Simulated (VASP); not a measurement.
Here is a VASP 6.6.1 calculation.

The input INCAR:

```
SYSTEM = TiO2
PREC = Accurate
ENCUT = 520
EDIFF = 1E-7
ISMEAR = 0
SIGMA = 0.02
LREAL = .FALSE.
LASPH = .TRUE.
NELM = 80
ALGO = Normal
ISIF = 2
LWAVE = .FALSE.
LCHARG = .FALSE.
GGA = PE
NBANDS = 33
```

File KPOINTS:

```
regular mesh
0
G
  6 6 10
  0 0 0
```

Contents of POSCAR:

```
TiO2
1.0
    4.6432750097      0.0000000000      0.0000000000
    0.0000000000      4.6432750097      0.0000000000
    0.0000000000      0.0000000000      2.9638820252
Ti O
2 4
Direct
    0.0000000000      0.0000000000      0.0000000000
    0.5000000000      0.5000000000      0.5000000000
    0.3051282523      0.3051282523      0.0000000000
    0.1948717477      0.8051282523      0.5000000000
    0.6948717477      0.6948717477      0.0000000000
    0.8051282523      0.1948717477      0.5000000000
```

Potentials or basis: VASP PAW PBE potentials, release 64 (Ti_sv, O).

Launch:

```console
$ cat potpaw_PBE.64/Ti_sv/POTCAR potpaw_PBE.64/O/POTCAR > POTCAR
$ mpirun -np 1 vasp_std > vasp.out
```

(1) Predict the band gap on the k mesh.

(2) Predict the largest force.

## Answers

(1) 1.84 eV.

(2) 0.029 eV/Å.

**Measured values to compare with.**

“Shallow Valence Band of Rutile GeO2 and P-type Doping”, 2020, arxiv:2011.08928 quotes, for a bulk crystal of TiO2 at 1.6 K: band gap 3.03 eV (direct).

Against the measured gap of TiO2, 3.03 eV (direct; 1.6 K; quoted in “Shallow Valence Band of Rutile GeO2 and P-type Doping”, 2020, arxiv:2011.08928), the calculated 1.84 eV is off by -1.19 eV. 2 values of this kind are on record in papers (3.03 to 3.05 eV); this one was drawn at random among those near their median. The value is that of PBE on a finite k mesh, which can miss the band edges, without temperature or zero-point motion. Semilocal functionals fall short of measured gaps as a rule.
